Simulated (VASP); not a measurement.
# MnAs (P6_3/mmc) in VASP: further runs

The runs below take MnAs through electric field gradients, with PBE.

All numbers are computed with VASP 6.6.1; they aren't measurements. Logs are shortened: lines on timing, memory, paths and dates and some standing lists are left out, and cuts for length are marked.

## (1) The cell of the first run

Symmetry: P6_3/mmc, No. 194, hexagonal system. Conventional cell: a = 3.710 Å, b = 3.710 Å, c = 5.691 Å, α = 90.00°, β = 90.00°, γ = 120.00°. Mn (site symmetry -3m) has 6 As at 2.57 Å and 2 Mn at 2.85 Å within 3.4 Å. Within 3.4 Å of As (site symmetry -6m2) lie 6 Mn at 2.57 Å.

## (2) Electric field gradients, PBE, collinear spin, ferromagnetic start

Contents of INCAR:

```
SYSTEM = MnAs
  PREC = Accurate
  ENCUT = 520
  EDIFF = 1E-8
  ISMEAR = -1
  SIGMA = 0.02
  LREAL = .FALSE.
  LASPH = .TRUE.
  NELM = 150
  ALGO = Normal
  ISIF = 2
  LWAVE = .FALSE.
  LCHARG = .FALSE.
  ISPIN = 2
  MAGMOM = 4 4 0 0
  LORBIT = 11
  LMAXMIX = 4
  GGA = PE
  LEFG = .TRUE.
  NBANDS = 30
```

Contents of KPOINTS:

```
Automatic mesh
0
G
  9 9 5
  0 0 0
```

Contents of POSCAR:

```
MnAs
1.0
    3.7100000000      0.0000000000      0.0000000000
   -1.8550000000      3.2129542480      0.0000000000
    0.0000000000      0.0000000000      5.6910000000
Mn As
2 2
Direct
    0.0000000000      0.0000000000      0.0000000000
    0.0000000000      0.0000000000      0.5000000000
    0.3333333333      0.6666666667      0.2500000000
    0.6666666667      0.3333333333      0.7500000000
```

Potentials or basis: VASP PAW PBE potentials, release 64 (Mn_pv, As).

Started as:

```bash
$ cat potpaw_PBE.64/Mn_pv/POTCAR potpaw_PBE.64/As/POTCAR > POTCAR
$ mpirun -np 1 vasp_std > vasp.out
```

OUTCAR:

```text
SYSTEM = MnAs
   PREC = Accurate
   ENCUT = 520
   EDIFF = 1E-8
   ISMEAR = -1
   LREAL = .FALSE.
   LASPH = .TRUE.
   NELM = 150
   ISIF = 2
   ISPIN = 2
   LORBIT = 11
   GGA = PE

 ion  position               nearest neighbor table
   1  0.000  0.000  0.000-   3 2.57   4 2.57   3 2.57   4 2.57   4 2.57   3 2.57   2 2.85   2 2.85

   2  0.000  0.000  0.500-   3 2.57   4 2.57   3 2.57   4 2.57   4 2.57   3 2.57   1 2.85   1 2.85

   3  0.333  0.667  0.250-   1 2.57   2 2.57   1 2.57   2 2.57   1 2.57   2 2.57
   4  0.667  0.333  0.750-   1 2.57   2 2.57   1 2.57   2 2.57   1 2.57   2 2.57

  LATTYP: Found a hexagonal cell.
 ALAT       =     3.7100000000
 C/A-ratio  =     1.5339622642

  Lattice vectors:

 A1 = (   3.7100000000,   0.0000000000,   0.0000000000)
 A2 = (  -1.8550000000,   3.2129542480,   0.0000000000)
 A3 = (   0.0000000000,   0.0000000000,   5.6910000000)

Analysis of symmetry for initial positions (statically):
=====================================================================
 Subroutine PRICEL returns:
 Original cell was already a primitive cell.

 Routine SETGRP: Setting up the symmetry group for a
 hexagonal supercell.

 Subroutine GETGRP returns: Found 24 space group operations
 (whereof 12 operations were pure point group operations)
 out of a pool of 24 trial point group operations.

The static configuration has the point symmetry D_3d.
 The point group associated with its full space group is D_6h.

Analysis of symmetry for dynamics (positions and initial velocities):
=====================================================================
 Subroutine PRICEL returns:
 Original cell was already a primitive cell.

 Routine SETGRP: Setting up the symmetry group for a
 hexagonal supercell.

 Subroutine GETGRP returns: Found 24 space group operations
 (whereof 12 operations were pure point group operations)
 out of a pool of 24 trial point group operations.

The dynamic configuration has the point symmetry D_3d.
 The point group associated with its full space group is D_6h.

Analysis of structural, dynamic, and magnetic symmetry:
=====================================================================
 Subroutine PRICEL returns:
 Original cell was already a primitive cell.

 Routine SETGRP: Setting up the symmetry group for a
 hexagonal supercell.

 Subroutine GETGRP returns: Found 24 space group operations
 (whereof 12 operations were pure point group operations)
 out of a pool of 24 trial point group operations.

The overall configuration has the point symmetry D_3d.
 The point group associated with its full space group is D_6h.

 Subroutine INISYM returns: Found 24 space group operations
 (whereof 12 operations are pure point group operations),
 and found     1 'primitive' translations

----------------------------------------------------------------------------------------

                                     Primitive cell

  volume of cell :      67.8371

  direct lattice vectors                    reciprocal lattice vectors
     3.710000000  0.000000000  0.000000000     0.269541779  0.155620019  0.000000000
    -1.855000000  3.212954248  0.000000000     0.000000000  0.311240037  0.000000000
     0.000000000  0.000000000  5.691000000     0.000000000  0.000000000  0.175716043

  length of vectors
     3.710000000  3.710000000  5.691000000     0.311240037  0.311240037  0.175716043

  position of ions in fractional coordinates (direct lattice)
     0.000000000  0.000000000  0.000000000
     0.000000000  0.000000000  0.500000000
     0.333333333  0.666666667  0.250000000
     0.666666667  0.333333333  0.750000000

  ion indices of the primitive-cell ions
   primitive index   ion index
                 1           1
                 2           2
                 3           3
                 4           4

----------------------------------------------------------------------------------------

 KPOINTS: Automatic mesh

Automatic generation of k-mesh.
 Grid dimensions read from file:
 generate k-points for:    9    9    5
[... 76 lines left out ...]
   NUPDOWN=      -1.0000    fix difference up-down
   EMIN   =  10.00;   EMAX   =-10.00  energy-range for DOS
   EFERMI =   0.00;   METHOD = LEGACY
   ISMEAR =    -1;   SIGMA  =   0.02  broadening in eV -4-tet -1-fermi 0-gaus
   EFERMI_NEDOS =   21; number of points for ismear=-14 and -15
   IALGO  =     38    algorithm
   IMIX   =      4    mixing-type and parameters
     AMIX     =   0.40;   BMIX     =  1.00
     AMIX_MAG =   1.60;   BMIX_MAG =  1.00
  volume/ion in A,a.u.               =      16.96       114.45
  Fermi-wavevector in a.u.,A,eV,Ry     =   1.325419  2.504679 23.901852  1.756737
  Thomas-Fermi vector in A             =   2.454882
   LORBIT       =     11    0 simple, 1 ext, 2 COOP (PROOUT), +10 PAW based schemes
   GGA     = PE    functional components
   LHFCALC =     F    Hartree Fock is set to
   AEXX    =    0.0000 exact exchange contribution
   IVDW    =     0    specifies the selected vdW correction
   LEPSILON=     F    determine dielectric tensor
   LRPA    =     F    only Hartree local field effects (RPA)
 spin polarized calculation
  energy-cutoff  :      520.00
  volume of cell :       67.84
 maximum number of plane-waves:      1846
 NGX is ok and might be reduce to    28
   NGX = 13   NGY = 13   NGZ = 21

 number of electron      35.9999987 magnetization       6.2102496

 Free energy of the ion-electron system (eV)
  ---------------------------------------------------
  ext. energy  EPLUGINS =         0.00000000
  ---------------------------------------------------
  free energy    TOTEN  =       -28.22314643 eV

  energy without entropy =      -28.21914810  energy(sigma->0) =      -28.22114726

 E-fermi :   6.8711     XC(G=0): -11.1672

 val. band max:        6.8696054736   @ k =   0.1111   0.0000   0.2000
 cond. band min:       6.8749645113   @ k =   0.1111   0.1111   0.2000
 fundamental gap:      0.0053590377
 Fermi energy:         6.8711078810

 spin component 1

 k-point     1 :       0.0000    0.0000    0.0000
  band No.  band energies     occupation
      1     -43.1233      1.00000
      2     -43.1233      1.00000
      3     -43.1140      1.00000
      4     -43.1140      1.00000
      5     -42.9269      1.00000
      6     -42.8303      1.00000
[... 781 lines left out ...]
     29      16.6325      0.00000
     30      16.6723      0.00000

 [... further k-points ...]

 spin component 2

 k-point     1 :       0.0000    0.0000    0.0000
  band No.  band energies     occupation
      1     -39.7049      1.00000
      2     -39.7046      1.00000
      3     -39.7046      1.00000
      4     -39.6933      1.00000
      5     -39.6933      1.00000
      6     -39.5918      1.00000
[... 781 lines left out ...]
     29      16.8114      0.00000
     30      16.9189      0.00000

 [... further k-points ...]
[... 5 lines left out ...]
  --------------------------------------------------------------------------------------
  -------------------------------------------------------------------------------------
  Total       -1.1768818     -1.1768818     -2.2970912      0.0000000     -0.0000000      0.0000000
  in kB      -27.7956219    -27.7956219    -54.2527531      0.0000000     -0.0000000      0.0000000
  external PRESSURE =     -36.6146656 kB  Pullay stress =       0.0000000 kB

 VOLUME and BASIS-vectors are now :
 -----------------------------------------------------------------------------
  energy-cutoff  :      520.00
  volume of cell :       67.84
      direct lattice vectors                 reciprocal lattice vectors
     3.710000000  0.000000000  0.000000000     0.269541779  0.155620019  0.000000000
    -1.855000000  3.212954248  0.000000000     0.000000000  0.311240037  0.000000000
     0.000000000  0.000000000  5.691000000     0.000000000  0.000000000  0.175716043

 POSITION                                       TOTAL-FORCE (eV/Angst)
 -----------------------------------------------------------------------------------
      0.00000      0.00000      0.00000        -0.000000      0.000000     -0.000000
      0.00000      0.00000      2.84550        -0.000000      0.000000     -0.000000
     -0.00000      2.14197      1.42275        -0.000000      0.000000     -0.000000
      1.85500      1.07098      4.26825         0.000000     -0.000000      0.000000
 -----------------------------------------------------------------------------------
    total drift:                               -0.000000      0.000000      0.000000

  FREE ENERGIE OF THE ION-ELECTRON SYSTEM (eV)
  ---------------------------------------------------
  free  energy   TOTEN  =       -28.2231464287 eV

  energy  without entropy=      -28.2191480954  energy(sigma->0) =      -28.22114726

 Electric field gradients (V/A^2)
---------------------------------------------------------------------
 ion       V_xx      V_yy      V_zz      V_xy      V_xz      V_yz
---------------------------------------------------------------------
   1      19.106    19.099   -38.205    -0.006     0.000    -0.000
   2      19.106    19.099   -38.205    -0.006    -0.000     0.000
   3      -7.485    -7.485    14.971    -0.000     0.000    -0.000
   4      -7.485    -7.485    14.971    -0.000     0.000    -0.000
---------------------------------------------------------------------

 Electric field gradients after diagonalization (V/A^2)
 (convention: |V_zz| > |V_xx| > |V_yy|)
----------------------------------------------------------------------
 ion       V_xx      V_yy      V_zz     asymmetry (V_yy - V_xx)/ V_zz
----------------------------------------------------------------------
   1      19.110    19.095   -38.205       0.000
   2      19.110    19.095   -38.205       0.000
   3      -7.486    -7.485    14.971       0.000
   4      -7.486    -7.485    14.971       0.000
----------------------------------------------------------------------

           NMR quadrupolar parameters

 Cq : quadrupolar parameter    Cq=e*Q*V_zz/h
 eta: asymmetry parameters     (V_yy - V_xx)/ V_zz
 Q  : nuclear electric quadrupole moment in mb (millibarn)
----------------------------------------------------------------------
 ion       Cq(MHz)       eta       Q (mb)
----------------------------------------------------------------------
   1      -0.092       0.000       1.000
   2      -0.092       0.000       1.000
   3       0.036       0.000       1.000
   4       0.036       0.000       1.000
----------------------------------------------------------------------

 total charge

# of ion       s       p       d       tot
------------------------------------------
    1        0.279   6.238   5.059  11.577
    2        0.279   6.238   5.059  11.577
    3        1.227   1.508   0.050   2.784
    4        1.227   1.508   0.050   2.784
--------------------------------------------------
tot          3.012  15.492  10.218  28.722

 magnetization (x)

# of ion       s       p       d       tot
------------------------------------------
    1        0.036   0.024   3.115   3.175
    2        0.036   0.024   3.115   3.175
    3        0.010  -0.145   0.007  -0.127
    4        0.010  -0.145   0.007  -0.127
--------------------------------------------------
tot          0.092  -0.242   6.245   6.095
```

It took 81 s on 1 thread of Intel Xeon 6975P-C (Granite Rapids), shared host; peak memory 0.26 GiB.

What came out:

- Free energy: -28.2231 eV
- Pressure: -3.7 GPa
- Net moment: 6.21 μB per cell
- Site moments: Mn +3.17; As -0.13 μB
- Largest electric field gradient by atom: Mn -38.2; As +15.0 V/Å²
- Valence electrons inside the program's atomic spheres: Mn 11.58; As 2.78

Electric field gradients, principal values (V/Å²):
```
atom   least  middle  greatest (by size)
1 Mn  19.095  19.110             -38.205
2 Mn  19.095  19.110             -38.205
3 As  -7.485  -7.486              14.971
4 As  -7.485  -7.486              14.971
```

Caveat: the cell stands under tension; without QUAD_EFG the Cq values of the log hold for a quadrupole moment of 1 mb, not for the nuclei; the run started ferromagnetic, and an antiferromagnetic order may lie lower in energy.

## (3) Electric field gradients, PBE, collinear spin, ferromagnetic start

Contents of INCAR:

```
SYSTEM = MnAs
ALGO     = Normal         ! electronic algorithm
EDIFF    = 1E-8           ! SCF threshold, eV
ENCUT    = 520            ! plane-wave cutoff, eV
GGA      = PE             ! functional
ISIF     = 2              ! what is computed and relaxed
ISMEAR   = -1             ! smearing method
ISPIN    = 2              ! spin polarisation
LASPH    = .TRUE.         ! aspherical terms in the spheres
LCHARG   = .FALSE.        ! write CHGCAR
LEFG     = .TRUE.       
LMAXMIX  = 4              ! l up to which the mixer works
LORBIT   = 11             ! projections on sites
LREAL    = .FALSE.        ! projectors in reciprocal space
LWAVE    = .FALSE.        ! write WAVECAR
MAGMOM   = 4 4 0 0        ! initial moments
NBANDS   = 30             ! bands
NELM     = 150            ! most SCF steps
PREC     = Accurate       ! precision mode
SIGMA    = 0.05           ! smearing width, eV
```

Contents of KPOINTS:

```
k-points
0
G
  10 10 6
  0 0 0
```

POSCAR is that of step 2.

Potentials or basis: VASP PAW PBE potentials, release 64 (Mn_pv, As).

Started as:

```bash
$ cat potpaw_PBE.64/Mn_pv/POTCAR potpaw_PBE.64/As/POTCAR > POTCAR
$ mpirun -np 1 vasp_std > vasp.out
```

OUTCAR:

```text
SYSTEM = MnAs
   EDIFF = 1E-8
   ENCUT = 520
   GGA = PE
   ISIF = 2
   ISMEAR = -1
   ISPIN = 2
   LASPH = .TRUE.
   LORBIT = 11
   LREAL = .FALSE.
   NELM = 150
   PREC = Accurate

 ion  position               nearest neighbor table
   1  0.000  0.000  0.000-   3 2.57   4 2.57   3 2.57   4 2.57   4 2.57   3 2.57   2 2.85   2 2.85

   2  0.000  0.000  0.500-   3 2.57   4 2.57   3 2.57   4 2.57   4 2.57   3 2.57   1 2.85   1 2.85

   3  0.333  0.667  0.250-   1 2.57   2 2.57   1 2.57   2 2.57   1 2.57   2 2.57
   4  0.667  0.333  0.750-   1 2.57   2 2.57   1 2.57   2 2.57   1 2.57   2 2.57

  LATTYP: Found a hexagonal cell.
 ALAT       =     3.7100000000
 C/A-ratio  =     1.5339622642

  Lattice vectors:

 A1 = (   3.7100000000,   0.0000000000,   0.0000000000)
 A2 = (  -1.8550000000,   3.2129542480,   0.0000000000)
 A3 = (   0.0000000000,   0.0000000000,   5.6910000000)

Analysis of symmetry for initial positions (statically):
=====================================================================
 Subroutine PRICEL returns:
 Original cell was already a primitive cell.
[... 1826 lines left out ...]
 ion       V_xx      V_yy      V_zz      V_xy      V_xz      V_yz
---------------------------------------------------------------------
   1      19.189    19.182   -38.372    -0.006     0.000    -0.000
   2      19.189    19.182   -38.372    -0.006    -0.000     0.000
   3      -6.132    -6.132    12.264    -0.000     0.000    -0.000
   4      -6.132    -6.132    12.264    -0.000     0.000     0.000
---------------------------------------------------------------------

 Electric field gradients after diagonalization (V/A^2)
 (convention: |V_zz| > |V_xx| > |V_yy|)
----------------------------------------------------------------------
 ion       V_xx      V_yy      V_zz     asymmetry (V_yy - V_xx)/ V_zz
----------------------------------------------------------------------
   1      19.193    19.179   -38.372       0.000
   2      19.193    19.179   -38.372       0.000
   3      -6.133    -6.132    12.264       0.000
   4      -6.133    -6.132    12.264       0.000
----------------------------------------------------------------------

           NMR quadrupolar parameters

 Cq : quadrupolar parameter    Cq=e*Q*V_zz/h
 eta: asymmetry parameters     (V_yy - V_xx)/ V_zz
 Q  : nuclear electric quadrupole moment in mb (millibarn)
----------------------------------------------------------------------
 ion       Cq(MHz)       eta       Q (mb)
----------------------------------------------------------------------
   1      -0.093       0.000       1.000
   2      -0.093       0.000       1.000
   3       0.030       0.000       1.000
   4       0.030       0.000       1.000
----------------------------------------------------------------------

 total charge

# of ion       s       p       d       tot
------------------------------------------
    1        0.280   6.239   5.057  11.576
    2        0.280   6.239   5.057  11.576
    3        1.227   1.509   0.049   2.785
    4        1.227   1.509   0.049   2.785
--------------------------------------------------
tot          3.013  15.496  10.212  28.722

 magnetization (x)

# of ion       s       p       d       tot
------------------------------------------
    1        0.037   0.024   3.133   3.194
    2        0.037   0.024   3.133   3.194
    3        0.010  -0.143   0.008  -0.125
    4        0.010  -0.143   0.008  -0.125
--------------------------------------------------
tot          0.094  -0.238   6.282   6.138
```

OSZICAR:

```text
N       E                     dE             d eps       ncg     rms          rms(c)
DAV:   1     0.344500536796E+03    0.34450E+03   -0.19537E+04  7006   0.130E+03
DAV:   2    -0.107233725987E+02   -0.35522E+03   -0.33792E+03  6810   0.374E+02
[... 11 lines left out ...]
DAV:  14    -0.282314661008E+02   -0.11219E-05   -0.78902E-06  7374   0.194E-02    0.758E-03
DAV:  15    -0.282314659525E+02    0.14830E-06   -0.11841E-06  7230   0.779E-03    0.332E-03
DAV:  16    -0.282314654363E+02    0.51615E-06   -0.14569E-07  7464   0.245E-03    0.148E-03
DAV:  17    -0.282314653256E+02    0.11076E-06   -0.30126E-08  6450   0.138E-03    0.594E-04
DAV:  18    -0.282314653539E+02   -0.28346E-07   -0.21826E-08  6146   0.107E-03    0.338E-04
DAV:  19    -0.282314653943E+02   -0.40400E-07   -0.31990E-09  3678   0.424E-04    0.188E-04
DAV:  20    -0.282314653997E+02   -0.53697E-08   -0.37638E-10  3600   0.146E-04
   1 F= -.28231465E+02 E0= -.28219490E+02  d E =-.239515E-01  mag=     6.2618
```

Wall time 3.3 min (1 thread of Intel Xeon Platinum 8375C at 2.90GHz (Ice Lake), shared host); peak memory 0.31 GiB.

Results:

| Property | Result |
| --- | --- |
| Free energy | -28.2315 eV |
| Pressure | -3.4 GPa |
| Net moment | 6.26 μB per cell |
| Site moments | Mn +3.19; As -0.12 μB |
| Largest electric field gradient by atom | Mn -38.4; As +12.3 V/Å² |
| Valence electrons inside the program's atomic spheres | Mn 11.58; As 2.79 |

Levels at points of the mesh, in eV from the Fermi level:
Spin up:
```tsv
k point	band 18	band 19	band 20	band 21	band 22	band 23	band 24	band 25
(0.00, 0.00, 0.00)	-1.84	-0.49	0.58	0.58	1.50	2.86	2.86	3.82
(0.50, 0.00, 0.00)	-2.10	-2.07	-1.89	-1.63	-0.56	1.06	3.15	4.75
(0.00, 0.00, 0.50)	-2.55	-1.03	-1.03	2.04	2.04	2.04	2.04	5.50
(0.50, 0.00, 0.50)	-2.27	-1.93	-1.93	0.48	0.48	1.31	1.31	4.08
```
Spin down:
| k point | band 11 | band 12 | band 13 | band 14 | band 15 | band 16 | band 17 | band 18 | band 19 | band 20 |
| --- | --- | --- | --- | --- | --- | --- | --- | --- | --- | --- |
| (0.00, 0.00, 0.00) | -2.83 | -1.13 | -0.12 | -0.12 | 0.01 | 0.01 | 0.52 | 0.52 | 1.27 | 1.27 |
| (0.50, 0.00, 0.00) | -3.28 | -3.13 | -2.70 | -2.04 | -1.30 | 0.66 | 0.75 | 0.79 | 0.84 | 1.39 |
| (0.00, 0.00, 0.50) | -1.99 | -1.99 | -1.99 | -1.99 | 0.42 | 0.42 | 0.42 | 0.42 | 0.74 | 0.74 |
| (0.50, 0.00, 0.50) | -2.40 | -2.40 | -2.33 | -2.33 | -0.07 | -0.07 | 0.95 | 0.95 | 1.07 | 1.07 |

Electric field gradients, principal values (V/Å²):
```
atom   least  middle  greatest (by size)
1 Mn  19.179  19.193             -38.372
2 Mn  19.179  19.193             -38.372
3 As  -6.132  -6.133              12.264
4 As  -6.132  -6.133              12.264
```

Caveat: the cell stands under tension; without QUAD_EFG the Cq values of the log hold for a quadrupole moment of 1 mb, not for the nuclei; the run started ferromagnetic, and an antiferromagnetic order may lie lower in energy.
